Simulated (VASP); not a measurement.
# BaSi3 (Pm-3m) in VASP: notebook, part 2 of 2

VASP 6.6.1. The steps go on from the part before.

## 4. Single point, PBE (volume scaled by 1.100)

The input, INCAR:

```
SYSTEM = BaSi3
ALGO     = Normal         ! electronic algorithm
EDIFF    = 1E-6           ! SCF threshold, eV
ENCUT    = 520            ! plane-wave cutoff, eV
GGA      = PE             ! functional
ISIF     = 2              ! what is computed and relaxed
ISMEAR   = 0              ! smearing method
LASPH    = .True.         ! aspherical terms in the spheres
LCHARG   = .False.        ! write CHGCAR
LREAL    = .False.        ! projectors in reciprocal space
LWAVE    = .False.        ! write WAVECAR
NBANDS   = 19             ! bands
NELM     = 80             ! most SCF steps
PREC     = Accurate       ! precision mode
SIGMA    = 0.05           ! smearing width, eV
```

The input, KPOINTS:

```
k-points
0
Gamma
  8 8 8
  0 0 0
```

The input, POSCAR:

```
BaSi3
1.0
    4.6320676646      0.0000000000      0.0000000000
    0.0000000000      4.6320676646      0.0000000000
    0.0000000000      0.0000000000      4.6320676646
Ba Si
1 3
Direct
    0.0000000000      0.0000000000      0.0000000000
    0.0000000000      0.5000000000      0.5000000000
    0.5000000000      0.5000000000      0.0000000000
    0.5000000000      0.0000000000      0.5000000000
```

Potentials or basis: VASP PAW PBE potentials, release 64 (Ba_sv, Si).

Started as:

```sh
cat potpaw_PBE.64/Ba_sv/POTCAR potpaw_PBE.64/Si/POTCAR > POTCAR
mpirun -np 1 vasp_std > vasp.out
```

OUTCAR:

```text
SYSTEM = BaSi3
   EDIFF = 1E-6
   ENCUT = 520
   GGA = PE
   ISIF = 2
   ISMEAR = 0
   LASPH = .True.
   LREAL = .False.
   NELM = 80
   PREC = Accurate

 ion  position               nearest neighbor table
   1  0.000  0.000  0.000-   2 3.28   3 3.28   4 3.28   2 3.28   4 3.28   2 3.28   3 3.28   2 3.28
                             3 3.28   4 3.28   4 3.28   3 3.28
   2  0.000  0.500  0.500-   1 3.28   1 3.28   1 3.28   1 3.28
   3  0.500  0.500  0.000-   1 3.28   1 3.28   1 3.28   1 3.28
   4  0.500  0.000  0.500-   1 3.28   1 3.28   1 3.28   1 3.28

  LATTYP: Found a simple cubic cell.
 ALAT       =     4.6320676646

  Lattice vectors:

 A1 = (   4.6320676646,   0.0000000000,   0.0000000000)
 A2 = (   0.0000000000,   4.6320676646,   0.0000000000)
 A3 = (   0.0000000000,   0.0000000000,   4.6320676646)

Analysis of symmetry for initial positions (statically):
=====================================================================
 Subroutine PRICEL returns:
 Original cell was already a primitive cell.

 Routine SETGRP: Setting up the symmetry group for a
 simple cubic supercell.

 Subroutine GETGRP returns: Found 48 space group operations
 (whereof 48 operations were pure point group operations)
 out of a pool of 48 trial point group operations.

The static configuration has the point symmetry O_h .

Analysis of symmetry for dynamics (positions and initial velocities):
=====================================================================
 Subroutine PRICEL returns:
 Original cell was already a primitive cell.

 Routine SETGRP: Setting up the symmetry group for a
 simple cubic supercell.

 Subroutine GETGRP returns: Found 48 space group operations
 (whereof 48 operations were pure point group operations)
 out of a pool of 48 trial point group operations.

The dynamic configuration has the point symmetry O_h .

[... 115 lines left out ...]
   EMIN   =  10.00;   EMAX   =-10.00  energy-range for DOS
   EFERMI =   0.00;   METHOD = LEGACY
   ISMEAR =     0;   SIGMA  =   0.05  broadening in eV -4-tet -1-fermi 0-gaus
   EFERMI_NEDOS =   21; number of points for ismear=-14 and -15
   IALGO  =     38    algorithm
   IMIX   =      4    mixing-type and parameters
     AMIX     =   0.40;   BMIX     =  1.00
     AMIX_MAG =   1.60;   BMIX_MAG =  1.00
  volume/ion in A,a.u.               =      24.85       167.67
  Fermi-wavevector in a.u.,A,eV,Ry     =   0.990317  1.871427 13.343607  0.980727
  Thomas-Fermi vector in A             =   2.121978
   LORBIT       =      0    0 simple, 1 ext, 2 COOP (PROOUT), +10 PAW based schemes
   GGA     = PE    functional components
   LHFCALC =     F    Hartree Fock is set to
   AEXX    =    0.0000 exact exchange contribution
   IVDW    =     0    specifies the selected vdW correction
   LEPSILON=     F    determine dielectric tensor
   LRPA    =     F    only Hartree local field effects (RPA)
 non-spin polarized calculation
 Gauss-broadening in eV      SIGMA  =   0.05
  energy-cutoff  :      520.00
  volume of cell :       99.39
 maximum number of plane-waves:      2721
 NGX is ok and might be reduce to    36
   NGX = 17   NGY = 17   NGZ = 17

 number of electron      22.0000000 magnetization

 Free energy of the ion-electron system (eV)
  ---------------------------------------------------
  ext. energy  EPLUGINS =         0.00000000
  ---------------------------------------------------
  free energy    TOTEN  =       -16.48067299 eV

  energy without entropy =      -16.47937840  energy(sigma->0) =      -16.48002569

 E-fermi :   4.5066     XC(G=0):  -9.5998

 val. band max:        4.4382090212   @ k =   0.3750   0.1250   0.0000
 cond. band min:       4.5183989422   @ k =   0.5000   0.5000   0.0000
 fundamental gap:      0.0801899211
 Fermi energy:         4.5065908141

 k-point     1 :       0.0000    0.0000    0.0000
  band No.  band energies     occupation
      1     -22.1473      2.00000
      2      -7.5617      2.00000
      3      -7.5617      2.00000
      4      -7.5617      2.00000
      5      -4.8688      2.00000
      6      -0.6563      2.00000
[... 505 lines left out ...]
      6      -1.8992      2.00000
[... 11 lines left out ...]
     18      10.2322      0.00000
     19      10.7564      0.00000

 [... further k-points ...]
[... 5 lines left out ...]
  --------------------------------------------------------------------------------------
  -------------------------------------------------------------------------------------
  Total       -2.1150366     -2.1150366     -2.1150366     -0.0000000     -0.0000000     -0.0000000
  in kB      -34.0960272    -34.0960272    -34.0960272     -0.0000000     -0.0000000     -0.0000000
  external PRESSURE =     -34.0960272 kB  Pullay stress =       0.0000000 kB

 VOLUME and BASIS-vectors are now :
 -----------------------------------------------------------------------------
  energy-cutoff  :      520.00
  volume of cell :       99.39
      direct lattice vectors                 reciprocal lattice vectors
     4.632067665  0.000000000  0.000000000     0.215886311  0.000000000  0.000000000
     0.000000000  4.632067665  0.000000000     0.000000000  0.215886311  0.000000000
     0.000000000  0.000000000  4.632067665     0.000000000  0.000000000  0.215886311

 POSITION                                       TOTAL-FORCE (eV/Angst)
 -----------------------------------------------------------------------------------
      0.00000      0.00000      0.00000         0.000000      0.000000      0.000000
      0.00000      2.31603      2.31603         0.000000      0.000000      0.000000
      2.31603      2.31603      0.00000         0.000000      0.000000      0.000000
      2.31603      0.00000      2.31603         0.000000      0.000000      0.000000
 -----------------------------------------------------------------------------------
    total drift:                               -0.000000     -0.000000      0.000000

  FREE ENERGIE OF THE ION-ELECTRON SYSTEM (eV)
  ---------------------------------------------------
  free  energy   TOTEN  =       -16.4806729850 eV

  energy  without entropy=      -16.4793784047  energy(sigma->0) =      -16.48002569
```

OSZICAR:

```text
N       E                     dE             d eps       ncg     rms          rms(c)
DAV:   1     0.799678969976E+02    0.79968E+02   -0.91749E+03  1330   0.991E+02
DAV:   2    -0.107499626933E+02   -0.90718E+02   -0.87565E+02  1738   0.156E+02
DAV:   3    -0.166178485775E+02   -0.58679E+01   -0.57653E+01  1813   0.371E+01
DAV:   4    -0.167667308175E+02   -0.14888E+00   -0.14872E+00  1895   0.584E+00
DAV:   5    -0.167691101927E+02   -0.23794E-02   -0.23792E-02  1828   0.617E-01    0.691E+00
DAV:   6    -0.165271777378E+02    0.24193E+00   -0.34868E-01  1804   0.217E+00    0.374E+00
DAV:   7    -0.164808402060E+02    0.46338E-01   -0.27188E-01  1762   0.211E+00    0.647E-01
DAV:   8    -0.164805309698E+02    0.30924E-03   -0.27842E-02  1601   0.978E-01    0.168E-01
DAV:   9    -0.164806492454E+02   -0.11828E-03   -0.86124E-04  1624   0.176E-01    0.727E-02
DAV:  10    -0.164806688441E+02   -0.19599E-04   -0.68310E-05  1850   0.449E-02    0.287E-02
DAV:  11    -0.164806736787E+02   -0.48345E-05   -0.22400E-05  1735   0.355E-02    0.136E-02
DAV:  12    -0.164806729850E+02    0.69365E-06   -0.84769E-07  1008   0.583E-03
   1 F= -.16480673E+02 E0= -.16480026E+02  d E =-.129458E-02
```

Wall time 29 s (1 thread of AMD EPYC 9R45 (Zen 5), shared host); peak memory 0.21 GiB.

Results:

| Property | Result |
| --- | --- |
| Free energy | -16.4807 eV |
| Pressure | -3.4 GPa |
| Band gap on the k mesh | zero (band 11 reaches 6.08 eV, above the bottom of band 12 at 4.25 eV) |

Levels at points of the mesh, in eV from the Fermi level:
```csv
k point,band 8,band 9,band 10,band 11,band 12,band 13,band 14,band 15
"(0.00, 0.00, 0.00)",-1.73,-1.73,-1.73,1.58,1.58,1.58,2.96,2.96
"(0.50, 0.00, 0.00)",-2.06,-2.06,-1.32,0.46,0.46,0.78,0.97,2.98
"(0.50, 0.50, 0.00)",-3.24,-0.91,-0.91,-0.62,0.01,1.06,1.06,3.38
"(0.50, 0.50, 0.50)",-3.94,-1.48,-1.48,-1.48,4.03,4.43,4.43,4.43
```

Caveat: the cell differs from its parent crystal (volume scaled by 1.100); spin-orbit coupling is left out, which moves the levels of the heavy elements.

## 5. Single point, r2SCAN

This run uses another cell than the first one, of 22.59 Å³/atom, 0.962 times its volume.

The input, POSCAR:

```
BaSi3
1.0
    4.4872196948      0.0000000000      0.0000000000
    0.0000000000      4.4872196948      0.0000000000
    0.0000000000      0.0000000000      4.4872196948
Ba Si
1 3
Direct
    0.0000000000      0.0000000000      0.0000000000
    0.0000000000      0.5000000000      0.5000000000
    0.5000000000      0.5000000000      0.0000000000
    0.5000000000      0.0000000000      0.5000000000
```

The input, INCAR.step1:

```
SYSTEM = BaSi3
PREC = Accurate
ENCUT = 520
ISMEAR = 0
SIGMA = 0.05
LREAL = .False.
LASPH = .True.
NELM = 80
NBANDS = 19
GGA = PE
ALGO = Normal
EDIFF = 1E-4
LWAVE = .True.
LCHARG = .False.
```

The input, INCAR.step2:

```
SYSTEM = BaSi3
PREC = Accurate
ENCUT = 520
EDIFF = 1E-6
ISMEAR = 0
SIGMA = 0.05
LREAL = .False.
LASPH = .True.
NELM = 80
ALGO = Normal
ISIF = 2
LWAVE = .False.
LCHARG = .False.
METAGGA = R2SCAN
LMIXTAU = .True.
NBANDS = 19
ISTART = 1
```

The input, KPOINTS:

```
Automatic mesh
0
Gamma
  8 8 8
  0 0 0
```

Started as:

```sh
cat potpaw_PBE.64/Ba_sv/POTCAR potpaw_PBE.64/Si/POTCAR > POTCAR
cp INCAR.step1 INCAR
mpirun -np 1 vasp_std > vasp.out
cp INCAR.step2 INCAR
mpirun -np 1 vasp_std > vasp.out
```

Wall time 2.2 min (1 thread of AMD EPYC 9R45 (Zen 5), shared host); peak memory 0.22 GiB.

It converged, with:

```yaml
Free_energy: -50.6552 eV
Pressure: 1.8 GPa
Band_gap_on_the_k_mesh: zero (band 11 reaches 7.04 eV, above the bottom of band 12 at 4.98 eV)
```

Levels at points of the mesh, in eV from the Fermi level:
```
           k point  band 9  band 10  band 11  band 12  band 13  band 14
(0.00, 0.00, 0.00)   -2.08    -2.08     1.69     1.69     1.69     3.10
(0.50, 0.00, 0.00)   -2.57    -1.68     0.44     0.44     1.13     1.28
(0.50, 0.50, 0.00)   -1.22    -1.22    -0.59    -0.23     1.31     1.31
(0.50, 0.50, 0.50)   -1.60    -1.60    -1.60     4.87     5.15     5.15
```

Caveat: the PAW data sets were made with another functional, which shifts forces and pressure a little; spin-orbit coupling is left out, which moves the levels of the heavy elements.

## 6. The runs side by side

```tsv
level	cell	gap on the mesh (eV)	pressure (GPa)
PBE	a = 4.546 Å, 4 atoms	none	-1.2
PBE	a = 4.590 Å, 4 atoms	none	-2.4
PBE	a = 4.632 Å, 4 atoms	none	-3.4
r2SCAN	a = 4.487 Å, 4 atoms	none	1.8
```

Alike in all rows: task single point; potentials or basis VASP PAW PBE potentials, release 64 (Ba_sv, Si); no spin polarisation; k mesh 8 × 8 × 8; cutoff (eV) 520; smearing gaussian 0.05 eV.

Caveats: spin-orbit coupling is left out, which moves the levels of the heavy elements; the PAW data sets were made with another functional, which shifts forces and pressure a little (some runs).

Total energies depend on the potentials used, so only differences within one code and one set of settings carry meaning.
